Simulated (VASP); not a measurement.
**Zn: single point with PBEsol**

Crystal: Zn.

```xyz
1
Lattice="1.6266 0.9391 2.1004 -1.6266 0.9391 2.1004 0.0000 -1.8782 2.1004" Properties=species:S:1:pos:R:3 pbc="T T T"
Zn    0.0000    0.0000    0.0000
```

This cell differs from its parent crystal: Hg replaced by Zn, lengths x 0.955, strained.

```
Program                : VASP 6.6.1
Task                   : single point
Functional             : PBEsol
Potentials or basis    : VASP PAW PBE potentials, release 64 (Zn)
Cutoff                 : 500 eV
k mesh                 : 9 × 9 × 9
Occupations            : gaussian, width 0.1 eV
Spin                   : no spin polarisation
Dipole correction      : no
Further INCAR settings : ALGO = Normal; EDIFF = 1e-06; NBANDS = 12
```

```yaml
Pressure: -10.7 GPa
Band_gap_on_the_k_mesh: zero (band 6 reaches 2.52 eV, above the bottom of band 7 at -0.44 eV)
```

Stress tensor (GPa, compression positive):
```
-11.65   0.00   0.00
  0.00 -11.65   0.00
  0.00   0.00  -8.92
```

Levels at points of the mesh, in eV from the Fermi level:
| k point | band 4 | band 5 | band 6 | band 7 | band 8 | band 9 |
| --- | --- | --- | --- | --- | --- | --- |
| (0.00, 0.00, 0.00) | -6.84 | -6.80 | -6.80 | 13.07 | 13.07 | 14.19 |

Wall time 11 s on 1 thread of AMD EPYC 9R45 96-Core Processor (Zen 5) (shared host), peak memory 0.11 GiB.

Caveat: the cell differs from its parent crystal (Hg replaced by Zn, lengths x 0.955, strained); the PAW data sets were made with another functional, which shifts forces and pressure a little.
